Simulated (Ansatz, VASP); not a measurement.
**One calculation of AlNi3, two programs**

File INCAR:

```
SYSTEM = AlNi3
ALGO = Normal ; EDIFF = 1E-6
ENCUT = 520 ; GGA = PE
ISIF = 2 ; ISMEAR = 0
LASPH = .TRUE. ; LCHARG = .FALSE.
LREAL = .FALSE. ; LWAVE = .FALSE.
NBANDS = 24 ; NELM = 80
PREC = Accurate ; SIGMA = 0.1
```

KPOINTS

```
k-points
0
G
  4 4 4
  0 0 0
```

Contents of POSCAR:

```
AlNi3
1.0
    0.0000000000      2.8018887551      2.8018887551
    2.8018887551      0.0000000000      2.8018887551
    2.8018887551      2.8018887551      0.0000000000
Al Ni
1 3
Direct
    0.5000000000      0.5000000000      0.5000000000
    0.2500000000      0.2500000000      0.2500000000
    0.0000000000      0.0000000000      0.0000000000
    0.7500000000      0.7500000000      0.7500000000
```

Input for Ansatz:

```yaml
crystal:
  lattice:
    - [0.0, 2.8018887551, 2.8018887551]
    - [2.8018887551, 0.0, 2.8018887551]
    - [2.8018887551, 2.8018887551, 0.0]
  atoms:
    - { symbol: Al, position: [0.5, 0.5, 0.5] }
    - { symbol: Ni, position: [0.25, 0.25, 0.25] }
    - { symbol: Ni, position: [0.0, 0.0, 0.0] }
    - { symbol: Ni, position: [0.75, 0.75, 0.75] }
basis:
  ecutwfc: 420
kpoints:
  mp_grid: { grid: [4, 4, 4] }
hamiltonian:
  xc: pbe
scf:
  occupations: { method: gaussian, width: 0.1 }
output:
  forces: true
  stress: true
  eigenvalues: true
```

Alike in both runs: task single point; functional PBE; k mesh 4 × 4 × 4; occupations gaussian, width 0.1 eV; no spin polarisation.

|  | VASP | Ansatz |
| --- | --- | --- |
| version | VASP 6.6.1 | Ansatz 0.2.0 |
| potentials or method | VASP PAW PBE potentials, release 64 (Al, Ni), cutoff 520 eV | scalar-relativistic, plane waves, PAW |
| valence electrons in the cell | 33 | 57 |

VASP gave:

* gap on the k mesh at the Fermi level (eV): none
* pressure (GPa): 7.0

**Question.** What did Ansatz give for the same quantities?

**Answer.** gap on the k mesh at the Fermi level (eV): none; pressure (GPa): 7.1.

A gap of «none» marks a metal or a gap that the smearing closes. The functional is the same, so the differences come from potentials, cutoffs and numerics. VASP's potentials hold 33 valence electrons a cell and Ansatz's 57, so a difference there can come from the potentials and not from the codes.

The k mesh is coarse, so the values compare programs but aren't converged.
